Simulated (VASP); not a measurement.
# BN (P6_3/mmc) in VASP: a series of runs, part 2 of 2

VASP 6.6.1. Earlier steps stand in the parts before.

## (3) Single point, r2SCAN

This run uses another cell than the first one, of 9.15 Å³/atom, 1.020 times its volume.

Contents of POSCAR:

```
BN
1.0
    2.5147851179      0.0000000000      0.0000000000
   -1.2573925590      2.1778677972      0.0000000000
    0.0000000000      0.0000000000      6.6796463138
N B
2 2
Direct
    0.6666666667      0.3333333333      0.2500000000
    0.3333333333      0.6666666667      0.7500000000
    0.6666666667      0.3333333333      0.7500000000
    0.3333333333      0.6666666667      0.2500000000
```

Contents of INCAR.step1:

```
SYSTEM = BN
  ALGO = Normal
  EDIFF = 1E-4
  ENCUT = 520
  GGA = PE
  ISMEAR = -1
  LASPH = .TRUE.
  LCHARG = .FALSE.
  LREAL = .FALSE.
  LWAVE = .TRUE.
  NBANDS = 16
  NELM = 60
  PREC = Accurate
  SIGMA = 0.05
```

Contents of INCAR.step2:

```
SYSTEM = BN
  ALGO = Normal
  EDIFF = 1E-7
  ENCUT = 520
  ISIF = 2
  ISMEAR = -1
  ISTART = 1
  LASPH = .TRUE.
  LCHARG = .FALSE.
  LMIXTAU = .TRUE.
  LREAL = .FALSE.
  LWAVE = .FALSE.
  METAGGA = R2SCAN
  NBANDS = 16
  NELM = 60
  PREC = Accurate
  SIGMA = 0.05
```

Contents of KPOINTS:

```
k-points
0
G
  12 12 4
  0 0 0
```

Potentials or basis: VASP PAW PBE potentials, release 64 (N, B).

Run with:

```sh
cat potpaw_PBE.64/N/POTCAR potpaw_PBE.64/B/POTCAR > POTCAR
cp INCAR.step1 INCAR
mpirun -np 1 vasp_std > vasp.out
cp INCAR.step2 INCAR
mpirun -np 1 vasp_std > vasp.out
```

OUTCAR:

```text
SYSTEM = BN
   EDIFF = 1E-7
   ENCUT = 520
   ISIF = 2
   ISMEAR = -1
   ISTART = 1
   LASPH = .TRUE.
   LREAL = .FALSE.
   METAGGA = R2SCAN
   NELM = 60
   PREC = Accurate

 ion  position               nearest neighbor table
   1  0.667  0.333  0.250-   4 1.45   4 1.45   4 1.45
   2  0.333  0.667  0.750-   3 1.45   3 1.45   3 1.45
   3  0.667  0.333  0.750-   2 1.45   2 1.45   2 1.45
   4  0.333  0.667  0.250-   1 1.45   1 1.45   1 1.45

  LATTYP: Found a hexagonal cell.
 ALAT       =     2.5147851179
 C/A-ratio  =     2.6561499296

  Lattice vectors:

 A1 = (   2.5147851179,   0.0000000000,   0.0000000000)
 A2 = (  -1.2573925590,   2.1778677972,   0.0000000000)
 A3 = (   0.0000000000,   0.0000000000,   6.6796463138)

Analysis of symmetry for initial positions (statically):
=====================================================================
 Subroutine PRICEL returns:
 Original cell was already a primitive cell.

 Routine SETGRP: Setting up the symmetry group for a
 hexagonal supercell.

 Subroutine GETGRP returns: Found 24 space group operations
 (whereof 12 operations were pure point group operations)
 out of a pool of 24 trial point group operations.

The static configuration has the point symmetry D_3d.
 The point group associated with its full space group is D_6h.

Analysis of symmetry for dynamics (positions and initial velocities):
=====================================================================
 Subroutine PRICEL returns:
 Original cell was already a primitive cell.

 Routine SETGRP: Setting up the symmetry group for a
 hexagonal supercell.

 Subroutine GETGRP returns: Found 24 space group operations
 (whereof 12 operations were pure point group operations)
 out of a pool of 24 trial point group operations.

The dynamic configuration has the point symmetry D_3d.
 The point group associated with its full space group is D_6h.

 Subroutine INISYM returns: Found 24 space group operations
[... 121 lines left out ...]
     AMIX_MAG =   1.60;   BMIX_MAG =  1.00
  volume/ion in A,a.u.               =       9.15        61.72
  Fermi-wavevector in a.u.,A,eV,Ry     =   1.242662  2.348290 21.010223  1.544208
  Thomas-Fermi vector in A             =   2.377006
   LORBIT       =      0    0 simple, 1 ext, 2 COOP (PROOUT), +10 PAW based schemes
   METAGGA = R2SCAN    functional components
   LHFCALC =     F    Hartree Fock is set to
   AEXX    =    0.0000 exact exchange contribution
   IVDW    =     0    specifies the selected vdW correction
   LEPSILON=     F    determine dielectric tensor
   LRPA    =     F    only Hartree local field effects (RPA)
 non-spin polarized calculation
  energy-cutoff  :      520.00
  volume of cell :       36.58
 maximum number of plane-waves:      1000
 NGX is ok and might be reduce to    20
   NGX =  9   NGY =  9   NGZ = 25

 number of electron      15.9999999 magnetization

 Free energy of the ion-electron system (eV)
  ---------------------------------------------------
  ext. energy  EPLUGINS =         0.00000000
  ---------------------------------------------------
  free energy    TOTEN  =       -38.58840816 eV

  energy without entropy =      -38.58840816  energy(sigma->0) =      -38.58840816

 E-fermi :   3.0613     XC(G=0): -10.6698

 val. band max:        1.9098581825   @ k =   0.3333   0.3333   0.5000
 cond. band min:       6.7701311221   @ k =   0.5000  -0.0000   0.0000
 fundamental gap:      4.8602729396
 Fermi energy:         3.0613037992

 k-point     1 :       0.0000    0.0000    0.0000
  band No.  band energies     occupation
      1     -16.7966      2.00000
      2     -16.5175      2.00000
      3      -4.3725      2.00000
      4      -2.2357      2.00000
      5       0.5443      2.00000
      6       0.5443      2.00000
[... 433 lines left out ...]
      3      -5.2349      2.00000
      4      -5.1777      2.00000
      5      -1.7724      2.00000
      6      -1.7284      2.00000
[... 8 lines left out ...]
     15      19.5679      0.00000
     16      21.4536      0.00000

 [... further k-points ...]

------------------------ aborting loop because EDIFF is reached ----------------------------------------

  FORCE on cell =-STRESS in cart. coord.  units (eV):
  Direction    XX          YY          ZZ          XY          YZ          ZX
  --------------------------------------------------------------------------------------
  -------------------------------------------------------------------------------------
  Total       -1.1960397     -1.1960397      0.1091527      0.0000000     -0.0000000      0.0000000
  in kB      -52.3805794    -52.3805794      4.7803427      0.0000000     -0.0000000      0.0000000
  external PRESSURE =     -33.3269387 kB  Pullay stress =       0.0000000 kB

 VOLUME and BASIS-vectors are now :
 -----------------------------------------------------------------------------
  energy-cutoff  :      520.00
  volume of cell :       36.58
      direct lattice vectors                 reciprocal lattice vectors
     2.514785118  0.000000000  0.000000000     0.397648289  0.229582347  0.000000000
    -1.257392559  2.177867797  0.000000000     0.000000000  0.459164694  0.000000000
     0.000000000  0.000000000  6.679646314     0.000000000  0.000000000  0.149708525

 POSITION                                       TOTAL-FORCE (eV/Angst)
 -----------------------------------------------------------------------------------
      1.25739      0.72596      1.66991        -0.000000     -0.000000      0.000000
     -0.00000      1.45191      5.00973         0.000000      0.000000      0.000000
      1.25739      0.72596      5.00973         0.000000     -0.000000      0.000000
     -0.00000      1.45191      1.66991        -0.000000      0.000000      0.000000
 -----------------------------------------------------------------------------------
    total drift:                               -0.000000      0.000000     -0.000000

  FREE ENERGIE OF THE ION-ELECTRON SYSTEM (eV)
  ---------------------------------------------------
  free  energy   TOTEN  =       -38.5884081591 eV

  energy  without entropy=      -38.5884081591  energy(sigma->0) =      -38.58840816
```

OUTCAR.step1:

```text
SYSTEM = BN
   EDIFF = 1E-4
   ENCUT = 520
   GGA = PE
   ISMEAR = -1
   LASPH = .TRUE.
   LREAL = .FALSE.
   NELM = 60
[... 685 lines left out ...]
     -0.00000      1.45191      5.00973         0.000000     -0.000000      0.000000
      1.25739      0.72596      5.00973        -0.000000      0.000000      0.000000
     -0.00000      1.45191      1.66991         0.000000     -0.000000      0.000000
 -----------------------------------------------------------------------------------
    total drift:                               -0.000000      0.000000     -0.000000

  FREE ENERGIE OF THE ION-ELECTRON SYSTEM (eV)
  ---------------------------------------------------
  free  energy   TOTEN  =       -35.1595660753 eV

  energy  without entropy=      -35.1595660752  energy(sigma->0) =      -35.15956608
```

Run time: 2.6 min. Hardware: 1 thread of AMD EPYC 7R43 (Zen 3), shared host; peak memory 0.13 GiB.

What came out:

```yaml
Free_energy: -38.5884 eV
Pressure: -3.3 GPa
Band_gap_on_the_k_mesh: 4.86 eV, indirect (least direct gap 5.29 eV)
```

Stress tensor (GPa, compression positive):
```
-5.24  0.00  0.00
 0.00 -5.24  0.00
 0.00  0.00  0.48
```

Caveat: the PAW data sets were made with another functional, which shifts forces and pressure a little. r2SCAN opens gaps a little over a GGA but as a rule still falls short of measured ones.

## (4) Single point, r2SCAN

This run uses another cell than the first one, of 9.33 Å³/atom, 1.040 times its volume.

Contents of POSCAR:

```
BN
1.0
    2.5311153490      0.0000000000      0.0000000000
   -1.2655576745      2.1920101922      0.0000000000
    0.0000000000      0.0000000000      6.7230218559
N B
2 2
Direct
    0.6666666667      0.3333333333      0.2500000000
    0.3333333333      0.6666666667      0.7500000000
    0.6666666667      0.3333333333      0.7500000000
    0.3333333333      0.6666666667      0.2500000000
```

Contents of INCAR.step1:

```
SYSTEM = BN
PREC = Accurate
ENCUT = 520
ISMEAR = -1
SIGMA = 0.05
LREAL = .False.
LASPH = .True.
NELM = 80
NBANDS = 16
GGA = PE
ALGO = Normal
EDIFF = 1E-4
LWAVE = .True.
LCHARG = .False.
```

Contents of INCAR.step2:

```
SYSTEM = BN
PREC = Accurate
ENCUT = 520
EDIFF = 1E-7
ISMEAR = -1
SIGMA = 0.05
LREAL = .False.
LASPH = .True.
NELM = 80
ALGO = Normal
ISIF = 2
LWAVE = .False.
LCHARG = .False.
METAGGA = R2SCAN
LMIXTAU = .True.
NBANDS = 16
ISTART = 1
```

Contents of KPOINTS:

```
regular mesh
0
Gamma
  12 12 4
  0 0 0
```

Run with:

```sh
cat potpaw_PBE.64/N/POTCAR potpaw_PBE.64/B/POTCAR > POTCAR
cp INCAR.step1 INCAR
mpirun -np 1 vasp_std > vasp.out
cp INCAR.step2 INCAR
mpirun -np 1 vasp_std > vasp.out
```

Run time: 2.8 min. Hardware: 1 thread of AMD EPYC 7R43 (Zen 3), shared host; peak memory 0.13 GiB.

The run converged. Its results:

```
Free energy            : -38.5644 eV
Pressure               : -7.8 GPa
Band gap on the k mesh : 4.83 eV, indirect (least direct gap 5.26 eV)
```

Stress tensor (GPa, compression positive):
```
-11.81   0.00   0.00
  0.00 -11.81   0.00
  0.00   0.00   0.28
```

Levels at points of the mesh, in eV from the valence-band top:
| k point | band 5 | band 6 | band 7 | band 8 | band 9 | band 10 | band 11 | band 12 |
| --- | --- | --- | --- | --- | --- | --- | --- | --- |
| (0.00, 0.00, 0.00) | -1.39 | -1.39 | -1.35 | -1.35 | 5.55 | 10.81 | 12.03 | 12.03 |
| (0.50, 0.00, 0.00) | -4.23 | -4.17 | -1.38 | -0.42 | 4.83 | 6.21 | 9.90 | 10.31 |
| (0.00, 0.00, 0.50) | -1.37 | -1.37 | -1.37 | -1.37 | 7.94 | 7.94 | 12.09 | 12.09 |
| (0.50, 0.00, 0.50) | -4.20 | -4.20 | -0.88 | -0.88 | 5.28 | 5.28 | 10.28 | 10.28 |

Caveat: the PAW data sets were made with another functional, which shifts forces and pressure a little. r2SCAN opens gaps a little over a GGA but as a rule still falls short of measured ones.

## (5) Single point, r2SCAN

This run uses another cell than the first one, of 9.50 Å³/atom, 1.060 times its volume.

Contents of POSCAR:

```
BN
1.0
    2.5472375375      0.0000000000      0.0000000000
   -1.2736187687      2.2059724170      0.0000000000
    0.0000000000      0.0000000000      6.7658448057
N B
2 2
Direct
    0.6666666667      0.3333333333      0.2500000000
    0.3333333333      0.6666666667      0.7500000000
    0.6666666667      0.3333333333      0.7500000000
    0.3333333333      0.6666666667      0.2500000000
```

Contents of INCAR.step1:

```
PREC = Accurate
ENCUT = 520
ISMEAR = -1
SIGMA = 0.05
LREAL = F
LASPH = T
NELM = 60
NBANDS = 16
GGA = PE
ALGO = Normal
EDIFF = 1E-4
LWAVE = T
LCHARG = F
```

Contents of INCAR.step2:

```
PREC = Accurate
ENCUT = 520
EDIFF = 1E-6
ISMEAR = -1
SIGMA = 0.05
LREAL = F
LASPH = T
NELM = 60
ALGO = Normal
ISIF = 2
LWAVE = F
LCHARG = T
METAGGA = R2SCAN
LMIXTAU = T
LELF = T
LVHAR = T
NBANDS = 16
ISTART = 1
```

Contents of KPOINTS:

```
Automatic mesh
0
Gamma
  12 12 4
```

Run with:

```sh
cat potpaw_PBE.64/N/POTCAR potpaw_PBE.64/B/POTCAR > POTCAR
cp INCAR.step1 INCAR
mpirun -np 1 vasp_std > vasp.out
cp INCAR.step2 INCAR
mpirun -np 1 vasp_std > vasp.out
```

Run time: 2.5 min. Hardware: 1 thread of AMD EPYC 7R43 (Zen 3), shared host; peak memory 0.14 GiB.

Results (log left out):

| Quantity | Value |
| --- | --- |
| Free energy | -38.5213 eV |
| Pressure | -11.8 GPa |
| Band gap on the k mesh | 4.81 eV, indirect (least direct gap 5.22 eV) |

Stress tensor (GPa, compression positive):
```
-17.82   0.00   0.00
  0.00 -17.82   0.00
  0.00   0.00   0.09
```

Levels at points of the mesh, in eV from the valence-band top:
```csv
k point,band 4,band 5,band 6,band 7,band 8,band 9,band 10,band 11,band 12,band 13
"(0.00, 0.00, 0.00)",-4.01,-1.40,-1.40,-1.37,-1.37,5.50,10.66,11.88,11.88,12.00
"(0.50, 0.00, 0.00)",-8.98,-4.20,-4.14,-1.35,-0.42,4.81,6.13,9.71,10.11,13.01
"(0.00, 0.00, 0.50)",-5.14,-1.39,-1.39,-1.39,-1.39,7.83,7.83,11.93,11.93,11.93
"(0.50, 0.00, 0.50)",-9.02,-4.17,-4.17,-0.87,-0.87,5.24,5.24,10.08,10.08,13.94
```

Caveat: the PAW data sets were made with another functional, which shifts forces and pressure a little.

## (6) Summary

| cell | gap on the mesh (eV) | pressure (GPa) |
| --- | --- | --- |
| a = 2.498, b = 2.498, c = 6.636 Å, angles 90.0, 90.0, 120.0°, 4 atoms | 4.89 | 1.5 |
| a = 2.515, b = 2.515, c = 6.680 Å, angles 90.0, 90.0, 120.0°, 4 atoms | 4.86 | -3.3 |
| a = 2.531, b = 2.531, c = 6.723 Å, angles 90.0, 90.0, 120.0°, 4 atoms | 4.83 | -7.8 |
| a = 2.547, b = 2.547, c = 6.766 Å, angles 90.0, 90.0, 120.0°, 4 atoms | 4.81 | -11.8 |

Alike in all rows: task single point; level r2SCAN; potentials or basis VASP PAW PBE potentials, release 64 (N, B); no spin polarisation; k mesh 12 × 12 × 4; cutoff (eV) 520; smearing fermi-dirac 0.05 eV.

Caveats: the PAW data sets were made with another functional, which shifts forces and pressure a little.

Absolute energies hang on the potentials; compare differences alone.
